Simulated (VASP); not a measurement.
The system is In3H.

```
In H
1.0
     6.10046    0.00000    0.00000
    -3.05023    5.28316    0.00000
     0.00000    0.00000    3.03655
In H
3 1
Direct
  0.50000 0.00000 0.00000
  0.00000 0.50000 0.00000
  0.50000 0.50000 0.00000
  0.00000 0.00000 0.00000
```

The cell was generated, and may not be a known phase.

- Program: VASP 6.6.1
- Task: relaxation of cell and atoms
- Functional: PBE
- Potentials or basis: VASP PAW PBE potentials, release 64 (In_d, H)
- Cutoff: 600 eV
- k mesh: 3 × 3 × 6
- Occupations: gaussian, width 0.1 eV
- Spin: no spin polarisation

At the start: pressure 1.3 GPa; volume 24.47 Å³/atom.

Question: Where does the relaxation end?

Answer: Over 8 steps the energy falls by 33.3 meV/atom and the volume is 26.10 Å³/atom (+6.7 %); space group P6/mmm (No. 191, to 0.1 Å) before and after.

Step by step:
| step | energy change (eV) | largest force (eV/Å) | pressure (GPa) | volume (Å³) |
| --- | --- | --- | --- | --- |
| 1 | 0.0000 | 0.0000 | 1.31 | 97.87 |
| 2 | -0.0444 | 0.0000 | 0.81 | 100.73 |
| 3 | -0.1040 | 0.0000 | -1.36 | 109.51 |
| 4 | -0.1087 | 0.0000 | -0.98 | 107.58 |
| 5 | -0.1228 | 0.0000 | -0.89 | 107.83 |
| 6 | -0.1229 | 0.0000 | -0.90 | 107.81 |
| 7 | -0.1309 | 0.0000 | -0.45 | 105.93 |
| 8 | -0.1333 | 0.0000 | -0.05 | 104.38 |

Final structure:
```
In H
1.0
     6.06470    0.00000    0.00000
    -3.03235    5.25218    0.00000
     0.00000    0.00000    3.27696
In H
3 1
Direct
  0.50000 0.00000 0.00000
  0.00000 0.50000 0.00000
  0.50000 0.50000 0.00000
  0.00000 0.00000 0.00000
```

Caveat: the k points lie up to 0.40 Å⁻¹ apart in the final cell, too coarse for converged energies and pressures of a metal.
